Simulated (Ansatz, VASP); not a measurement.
# One calculation of BN, two programs

```
B N
1.0
     0.00000    1.80483    1.80483
     1.80483    0.00000    1.80483
     1.80483    1.80483    0.00000
B N
1 1
Direct
  0.00000 0.00000 0.00000
  0.25000 0.25000 0.25000
```

Alike in both runs: task single point; functional r2SCAN; k mesh 8 × 8 × 8; no spin polarisation.

```csv
,VASP,Ansatz
version,VASP 6.6.1,Ansatz 0.2.0
potentials or method,"VASP PAW PBE potentials, release 64 (B, N)",plane waves
plane-wave cutoff (eV),520,500
occupations,"methfessel-paxton of order 1, width 0.001 eV","cold, width 0.001 eV"
valence electrons in the cell,8,8
```

Ansatz gave:

```
gap on the k mesh at the Fermi level (eV) : 5.00
pressure (GPa)                            : 0.0
```

What did VASP give for the same quantities?

gap on the k mesh at the Fermi level (eV): 4.98; pressure (GPa): 1.1.

VASP's potentials were made for PBE, not for r2SCAN.
